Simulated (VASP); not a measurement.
**CaO: single point with PBE**

CaO:

```
CELL_PARAMETERS angstrom
0.00000 2.62171 2.62171
2.62171 0.00000 2.62171
2.62171 2.62171 0.00000
ATOMIC_POSITIONS crystal
Ca 0.00000 0.00000 0.00000
O 0.25000 0.25000 0.25000
```

| Property | Result |
| --- | --- |
| Program | VASP 6.6.1 |
| Task | single point |
| Functional | PBE |
| Potentials or basis | VASP PAW PBE potentials, release 64 (Ca_sv, O) |
| Cutoff | 520 eV |
| k mesh | 8 × 8 × 8 |
| Occupations | gaussian, width 0.02 eV |
| Spin | no spin polarisation |
| Dipole correction | no |
| Further INCAR settings | ALGO = Normal; EDIFF = 1e-06; NBANDS = 15 |

```json
{
 "Pressure": "0.5 GPa",
 "Band gap on the k mesh": "3.27 eV, indirect (least direct gap 3.86 eV)"
}
```

Levels at points of the mesh, in eV from the valence-band top:
```tsv
k point	band 6	band 7	band 8	band 9	band 10	band 11
(0.00, 0.00, 0.00)	-0.59	-0.59	-0.59	3.27	7.90	7.90
(0.50, 0.00, 0.00)	-0.98	-0.34	-0.34	6.08	7.80	7.80
(0.50, 0.50, 0.00)	-1.39	0.00	0.00	4.90	6.58	8.92
```

Run time: 28 s on 1 thread of AMD EPYC 7R13 Processor (Zen 3), with other jobs on the host, peak memory 0.13 GiB.

A k mesh can miss the band edges.
